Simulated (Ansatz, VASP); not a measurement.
# One calculation of SnO2, two programs

INCAR

```
SYSTEM = SnO2
ALGO = Normal ; EDIFF = 1E-7
ENCUT = 520 ; GGA = PE
ISIF = 2 ; ISMEAR = 0
LASPH = .True. ; LCHARG = .False.
LREAL = .False. ; LWAVE = .False.
NBANDS = 64 ; NELM = 80
PREC = Accurate ; SIGMA = 0.05
```

KPOINTS

```
k-points
0
Gamma
  6 8 3
  0 0 0
```

POSCAR

```
SnO2
1.0
    0.0000000000     -4.8277049970      0.0000000000
    0.0000000000      0.0000000000     -3.2379909379
   12.6554099939      0.0000000000      0.0000000000
Sn O
4 8
Direct
    1.0000000000      0.0000000000      0.5353219236
    1.0000000000      0.0000000000      0.1538483088
    0.5000000000      0.5000000000      0.7260587310
    0.5000000000      0.5000000000      0.3445851162
    0.6933949136      0.0000000000      0.6522836742
    0.6933949136      0.0000000000      0.2708100595
    0.1933949136      0.5000000000      0.6090969804
    0.1933949136      0.5000000000      0.2276233656
    0.3066050864      0.0000000000      0.0368865582
    0.3066050864      0.0000000000      0.4183601730
    0.8066050864      0.5000000000      0.0800732521
    0.8066050864      0.5000000000      0.4615468669
```

Input for Ansatz:

```yaml
crystal:
  lattice:
    - [0.0, -4.827704997, 0.0]
    - [0.0, 0.0, -3.2379909379]
    - [12.6554099939, 0.0, 0.0]
  atoms:
    - { symbol: Sn, position: [1.0, 0.0, 0.5353219236] }
    - { symbol: Sn, position: [1.0, 0.0, 0.1538483088] }
    - { symbol: Sn, position: [0.5, 0.5, 0.726058731] }
    - { symbol: Sn, position: [0.5, 0.5, 0.3445851162] }
    - { symbol: O, position: [0.6933949136, 0.0, 0.6522836742] }
    - { symbol: O, position: [0.6933949136, 0.0, 0.2708100595] }
    - { symbol: O, position: [0.1933949136, 0.5, 0.6090969804] }
    - { symbol: O, position: [0.1933949136, 0.5, 0.2276233656] }
    - { symbol: O, position: [0.3066050864, 0.0, 0.0368865582] }
    - { symbol: O, position: [0.3066050864, 0.0, 0.418360173] }
    - { symbol: O, position: [0.8066050864, 0.5, 0.0800732521] }
    - { symbol: O, position: [0.8066050864, 0.5, 0.4615468669] }
basis:
  ecutwfc: 420
kpoints:
  mp_grid: { grid: [6, 8, 3] }
hamiltonian:
  xc: pbe
scf:
  occupations: { method: gaussian, width: 0.05 }
output:
  forces: true
  stress: true
  eigenvalues: true
```

Alike in both runs: task single point; functional PBE; k mesh 6 × 8 × 3; occupations gaussian, width 0.05 eV; no spin polarisation.

```csv
,VASP,Ansatz
version,VASP 6.6.1,Ansatz 0.2.0
potentials or method,"VASP PAW PBE potentials, release 64 (Sn_d, O), cutoff 520 eV","scalar-relativistic, plane waves, PAW"
valence electrons in the cell,104,104
```

Ansatz gave:

| Property | Result |
| --- | --- |
| gap on the k mesh at the Fermi level (eV) | none |
| pressure (GPa) | 0.6 |
| traceless stress, the component that is largest in VASP (GPa) | 0.44 |
| rms of the force components (eV/Å) | 0.356 |

Task: What did VASP give for the same quantities?

Result: gap on the k mesh at the Fermi level (eV): none; pressure (GPa): 1.0; traceless stress, the component that is largest in VASP (GPa): 0.57; rms of the force components (eV/Å): 0.356.

Atom by atom the forces differ by 0.023 eV/Å (rms over components). A gap of «none» marks a metal or a gap that the smearing closes.
